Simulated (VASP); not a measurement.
# InP (Fm-3m) in VASP: further runs

InP is run at these levels: PBE; tasks: single point.

Program: VASP 6.6.1. These are calculated values, not measurements. Logs are shortened: lines on timing, memory, paths and dates and some standing lists are left out, and cuts for length are marked.

### Step 1. The cell of the first run

It takes space group Fm-3m (No. 225, cubic). Conventional cell: a = 5.710 Å, b = 5.710 Å, c = 5.710 Å, α = 90.00°, β = 90.00°, γ = 90.00°. Within 3.8 Å of In (site symmetry m-3m) lie 6 P at 2.85 Å. Within 3.8 Å of P (site symmetry m-3m) lie 6 In at 2.85 Å.

### Step 2. Single point, PBE

The input, INCAR:

```
PREC = Accurate
ENCUT = 520
EDIFF = 1E-6
ISMEAR = -1
SIGMA = 0.05
LREAL = F
LASPH = T
NELM = 100
ALGO = Normal
ISIF = 2
LWAVE = F
LCHARG = F
GGA = PE
NBANDS = 16
```

The input, KPOINTS:

```
regular mesh
0
Gamma
  11 11 11
```

The input, POSCAR:

```
InP
1.0
    0.0000000000      2.8550000000      2.8550000000
    2.8550000000      0.0000000000      2.8550000000
    2.8550000000      2.8550000000      0.0000000000
In P
1 1
Direct
    0.0000000000      0.0000000000      0.0000000000
    0.5000000000      0.5000000000      0.5000000000
```

Potentials or basis: VASP PAW PBE potentials, release 64 (In_d, P).

Command:

```bash
$ cat potpaw_PBE.64/In_d/POTCAR potpaw_PBE.64/P/POTCAR > POTCAR
$ mpirun -np 1 vasp_std > vasp.out
```

OUTCAR:

```text
PREC = Accurate
   ENCUT = 520
   EDIFF = 1E-6
   ISMEAR = -1
   LREAL = F
   LASPH = T
   NELM = 100
   ISIF = 2
   GGA = PE

 ion  position               nearest neighbor table
   1  0.000  0.000  0.000-   2 2.85   2 2.85   2 2.85   2 2.85   2 2.85   2 2.85
   2  0.500  0.500  0.500-   1 2.85   1 2.85   1 2.85   1 2.85   1 2.85   1 2.85

  LATTYP: Found a face centered cubic cell.
 ALAT       =     5.7100000000

  Lattice vectors:

 A1 = (   0.0000000000,   2.8550000000,   2.8550000000)
 A2 = (   2.8550000000,   0.0000000000,   2.8550000000)
 A3 = (   2.8550000000,   2.8550000000,   0.0000000000)

Analysis of symmetry for initial positions (statically):
=====================================================================
 Subroutine PRICEL returns:
 Original cell was already a primitive cell.

 Routine SETGRP: Setting up the symmetry group for a
 face centered cubic supercell.

 Subroutine GETGRP returns: Found 48 space group operations
 (whereof 48 operations were pure point group operations)
 out of a pool of 48 trial point group operations.

The static configuration has the point symmetry O_h .

Analysis of symmetry for dynamics (positions and initial velocities):
=====================================================================
 Subroutine PRICEL returns:
 Original cell was already a primitive cell.

 Routine SETGRP: Setting up the symmetry group for a
 face centered cubic supercell.

 Subroutine GETGRP returns: Found 48 space group operations
 (whereof 48 operations were pure point group operations)
 out of a pool of 48 trial point group operations.

The dynamic configuration has the point symmetry O_h .

 Subroutine INISYM returns: Found 48 space group operations
 (whereof 48 operations are pure point group operations),
 and found     1 'primitive' translations

----------------------------------------------------------------------------------------

                                     Primitive cell

  volume of cell :      46.5424

  direct lattice vectors                    reciprocal lattice vectors
     0.000000000  2.855000000  2.855000000    -0.175131349  0.175131349  0.175131349
     2.855000000  0.000000000  2.855000000     0.175131349 -0.175131349  0.175131349
     2.855000000  2.855000000  0.000000000     0.175131349  0.175131349 -0.175131349

  length of vectors
     4.037579721  4.037579721  4.037579721     0.303336394  0.303336394  0.303336394

  position of ions in fractional coordinates (direct lattice)
     0.000000000  0.000000000  0.000000000
     0.500000000  0.500000000  0.500000000

  ion indices of the primitive-cell ions
   primitive index   ion index
                 1           1
                 2           2

----------------------------------------------------------------------------------------

 KPOINTS: regular mesh

Automatic generation of k-mesh.
 Grid dimensions read from file:
 generate k-points for:   11   11   11

 Generating k-lattice:

  Cartesian coordinates                     Fractional coordinates (reciprocal lattice)
    -0.015921032  0.015921032  0.015921032     0.090909091  0.000000000  0.000000000
     0.015921032 -0.015921032  0.015921032     0.000000000  0.090909091  0.000000000
     0.015921032  0.015921032 -0.015921032     0.000000000  0.000000000  0.090909091

  Length of vectors
     0.027576036  0.027576036  0.027576036

  Shift w.r.t. Gamma in fractional coordinates (k-lattice)
     0.000000000  0.000000000  0.000000000

 Subroutine IBZKPT returns following result:
 ===========================================

 Found     56 irreducible k-points:

 Following reciprocal coordinates:
            Coordinates               Weight
  0.000000  0.000000  0.000000      1.000000
  0.090909  0.000000  0.000000      8.000000
  0.181818  0.000000  0.000000      8.000000
  0.272727  0.000000  0.000000      8.000000
  0.363636  0.000000  0.000000      8.000000
  0.454545  0.000000  0.000000      8.000000
[... 16 lines left out ...]
 -0.272727  0.181818  0.000000     24.000000
 -0.181818  0.181818  0.000000     12.000000
 [... further k-points ...]
   k-points           NKPTS =     56   k-points in BZ     NKDIM =     56   number of bands    NBANDS=     16
   number of dos      NEDOS =    301   number of ions     NIONS =      2
   total plane-waves  NPLWV =  27000
   dimension x,y,z NGX =    30 NGY =   30 NGZ =   30
   dimension x,y,z NGXF=    60 NGYF=   60 NGZF=   60
   ions per type =               1   1
   NGX,Y,Z   is equivalent  to a cutoff of  12.35, 12.35, 12.35 a.u.
   NGXF,Y,Z  is equivalent  to a cutoff of  24.70, 24.70, 24.70 a.u.
 SYSTEM =  unknown system
   PREC   = accura    normal or accurate (medium, high low for compatibility)
   ISTART =      0    job   : 0-new  1-cont  2-samecut
   ICHARG =      2    charge: 1-file 2-atom 10-const
   ISPIN  =      1    spin polarized calculation?
   LNONCOLLINEAR =      F non collinear calculations
   LSORBIT =      F    spin-orbit coupling
   LASPH  =      T    aspherical Exc in radial PAW
   ENCUT  =  520.0 eV  38.22 Ry    6.18 a.u.   7.51  7.51  7.51*2*pi/ulx,y,z
   NELM   =    100;   NELMIN=  2; NELMDL= -5     # of ELM steps
   EDIFF  = 0.1E-05   stopping-criterion for ELM
   LREAL  =      F    real-space projection
   EDIFFG = 0.1E-04   stopping-criterion for IOM
   NSW    =      0    number of steps for IOM
   IBRION =     -1    ionic relax: 0-MD 1-quasi-New 2-CG
   NFREE  =      0    steps in history (QN), initial steepest desc. (CG)
   ISIF   =      2    stress and relaxation
   ISYM   =      2    0-nonsym 1-usesym 2-fastsym
   POTIM  = 0.5000    time-step for ionic-motion
   TEBEG  =    0.0;   TEEND  =   0.0 temperature during run
   PSTRESS=    0.0 pullay stress
   NELECT =      18.0000    total number of electrons
   NUPDOWN=      -1.0000    fix difference up-down
   EMIN   =  10.00;   EMAX   =-10.00  energy-range for DOS
   EFERMI =   0.00;   METHOD = LEGACY
   ISMEAR =    -1;   SIGMA  =   0.05  broadening in eV -4-tet -1-fermi 0-gaus
   EFERMI_NEDOS =   21; number of points for ismear=-14 and -15
   IALGO  =     38    algorithm
   IMIX   =      4    mixing-type and parameters
     AMIX     =   0.40;   BMIX     =  1.00
     AMIX_MAG =   1.60;   BMIX_MAG =  1.00
  volume/ion in A,a.u.               =      23.27       157.04
  Fermi-wavevector in a.u.,A,eV,Ry     =   1.192750  2.253971 19.356375  1.422653
  Thomas-Fermi vector in A             =   2.328781
   LORBIT       =      0    0 simple, 1 ext, 2 COOP (PROOUT), +10 PAW based schemes
   GGA     = PE    functional components
   LHFCALC =     F    Hartree Fock is set to
   AEXX    =    0.0000 exact exchange contribution
   IVDW    =     0    specifies the selected vdW correction
   LEPSILON=     F    determine dielectric tensor
   LRPA    =     F    only Hartree local field effects (RPA)
 non-spin polarized calculation
  energy-cutoff  :      520.00
  volume of cell :       46.54
 maximum number of plane-waves:      1273
 NGX is ok and might be reduce to    30
   NGX = 15   NGY = 15   NGZ = 15

 number of electron      17.9999993 magnetization

 Free energy of the ion-electron system (eV)
  ---------------------------------------------------
  ext. energy  EPLUGINS =         0.00000000
  ---------------------------------------------------
  free energy    TOTEN  =        -7.84983833 eV

  energy without entropy =       -7.84186726  energy(sigma->0) =       -7.84585279

 E-fermi :   5.9426     XC(G=0):  -9.9775

 val. band max:        5.8989266994   @ k =  -0.4545   0.0909   0.0000
 cond. band min:       5.9553322292   @ k =  -0.0909   0.0909   0.0000
 fundamental gap:      0.0564055298
 Fermi energy:         5.9426333678

 k-point     1 :       0.0000    0.0000    0.0000
  band No.  band energies     occupation
      1      -8.1572      2.00000
      2      -8.1572      2.00000
      3      -8.1430      2.00000
      4      -8.1430      2.00000
      5      -8.1430      2.00000
      6      -5.4081      2.00000
[... 8 lines left out ...]
     15      13.8878      0.00000
     16      13.8878      0.00000

 k-point     2 :       0.0909    0.0000    0.0000
  band No.  band energies     occupation
      1      -8.1599      2.00000
      2      -8.1599      2.00000
      3      -8.1430      2.00000
      4      -8.1391      2.00000
      5      -8.1391      2.00000
      6      -5.3163      2.00000
[... 8 lines left out ...]
     15      13.5308      0.00000
     16      13.9796      0.00000

 k-point     3 :       0.1818    0.0000    0.0000
  band No.  band energies     occupation
      1      -8.1688      2.00000
      2      -8.1688      2.00000
      3      -8.1431      2.00000
      4      -8.1268      2.00000
      5      -8.1268      2.00000
      6      -5.0465      2.00000
[... 8 lines left out ...]
     15      13.9551      0.00000
     16      13.9551      0.00000

 k-point     4 :       0.2727    0.0000    0.0000
  band No.  band energies     occupation
      1      -8.1813      2.00000
      2      -8.1813      2.00000
      3      -8.1440      2.00000
      4      -8.1098      2.00000
      5      -8.1098      2.00000
      6      -4.6227      2.00000
[... 8 lines left out ...]
     15      14.7750      0.00000
     16      14.7750      0.00000
[... 324 lines left out ...]
 k-point    22 :      -0.3636    0.1818    0.0000
  band No.  band energies     occupation
      1      -8.2304      2.00000
      2      -8.1865      2.00000
      3      -8.1324      2.00000
      4      -8.1007      2.00000
      5      -8.0893      2.00000
      6      -3.5118      2.00000
[... 8 lines left out ...]
     15      15.7429      0.00000
     16      17.0137      0.00000

 k-point    23 :      -0.2727    0.1818    0.0000
  band No.  band energies     occupation
      1      -8.2093      2.00000
      2      -8.1871      2.00000
      3      -8.1347      2.00000
      4      -8.1034      2.00000
      5      -8.1020      2.00000
      6      -3.9765      2.00000
[... 8 lines left out ...]
     15      15.8101      0.00000
     16      17.8512      0.00000

 k-point    24 :      -0.1818    0.1818    0.0000
  band No.  band energies     occupation
      1      -8.1879      2.00000
      2      -8.1835      2.00000
      3      -8.1399      2.00000
      4      -8.1168      2.00000
      5      -8.1059      2.00000
      6      -4.4631      2.00000
[... 8 lines left out ...]
     15      15.6415      0.00000
     16      16.7104      0.00000

 [... further k-points ...]
[... 5 lines left out ...]
  --------------------------------------------------------------------------------------
  -------------------------------------------------------------------------------------
  Total       -1.5654722     -1.5654722     -1.5654722      0.0000000     -0.0000000      0.0000000
  in kB      -53.8899272    -53.8899272    -53.8899272      0.0000000     -0.0000000      0.0000000
  external PRESSURE =     -53.8899272 kB  Pullay stress =       0.0000000 kB

 VOLUME and BASIS-vectors are now :
 -----------------------------------------------------------------------------
  energy-cutoff  :      520.00
  volume of cell :       46.54
      direct lattice vectors                 reciprocal lattice vectors
     0.000000000  2.855000000  2.855000000    -0.175131349  0.175131349  0.175131349
     2.855000000  0.000000000  2.855000000     0.175131349 -0.175131349  0.175131349
     2.855000000  2.855000000  0.000000000     0.175131349  0.175131349 -0.175131349

 POSITION                                       TOTAL-FORCE (eV/Angst)
 -----------------------------------------------------------------------------------
      0.00000      0.00000      0.00000        -0.000000     -0.000000     -0.000000
      2.85500      2.85500      2.85500         0.000000      0.000000      0.000000
 -----------------------------------------------------------------------------------
    total drift:                               -0.000000      0.000000      0.000000

  FREE ENERGIE OF THE ION-ELECTRON SYSTEM (eV)
  ---------------------------------------------------
  free  energy   TOTEN  =        -7.8498383250 eV

  energy  without entropy=       -7.8418672608  energy(sigma->0) =       -7.84585279
```

It took 38 s on 1 thread of Intel Xeon 6975P-C (Granite Rapids), shared host; peak memory 0.18 GiB.

What came out:

| Quantity | Value |
| --- | --- |
| Free energy | -7.8498 eV |
| Pressure | -5.4 GPa |
| Band gap on the k mesh | zero (band 9 reaches 6.24 eV, above the bottom of band 10 at 3.95 eV) |

Caveat: spin-orbit coupling is left out, which moves the levels of the heavy elements.

### Step 3. Single point, PBE

The input, INCAR:

```
SYSTEM = InP
PREC     = Accurate       ! precision mode
ENCUT    = 520            ! plane-wave cutoff, eV
EDIFF    = 1E-6           ! SCF threshold, eV
ISMEAR   = -1             ! smearing method
SIGMA    = 0.05           ! smearing width, eV
LREAL    = .False.        ! projectors in reciprocal space
LASPH    = .True.         ! aspherical terms in the spheres
NELM     = 60             ! most SCF steps
ALGO     = Normal         ! electronic algorithm
ISIF     = 2              ! what is computed and relaxed
LWAVE    = .False.        ! write WAVECAR
LCHARG   = .True.         ! write CHGCAR
GGA      = PE             ! functional
LELF     = .True.         ! ELF
LVHAR    = .True.       
NBANDS   = 16             ! bands
```

The input, KPOINTS:

```
regular mesh
0
Gamma
  11 11 11
  0 0 0
```

POSCAR is that of step 2.

Potentials or basis: VASP PAW PBE potentials, release 64 (In_d, P).

Command:

```bash
$ cat potpaw_PBE.64/In_d/POTCAR potpaw_PBE.64/P/POTCAR > POTCAR
$ mpirun -np 1 vasp_std > vasp.out
```

Wall time 40 s (1 thread of Intel Xeon 6975P-C (Granite Rapids), shared host); peak memory 0.19 GiB.

The run converged. Its results:

| Item | Value |
| --- | --- |
| Free energy | -7.8498 eV |
| Pressure | -5.4 GPa |
| Band gap on the k mesh | zero (band 9 reaches 6.24 eV, above the bottom of band 10 at 3.95 eV) |

Levels at points of the mesh, in eV from the Fermi level:
| k point | band 7 | band 8 | band 9 | band 10 | band 11 | band 12 |
| --- | --- | --- | --- | --- | --- | --- |
| (0.00, 0.00, 0.00) | -0.20 | -0.20 | -0.20 | -0.15 | 7.10 | 7.10 |

Caveat: spin-orbit coupling is left out, which moves the levels of the heavy elements.
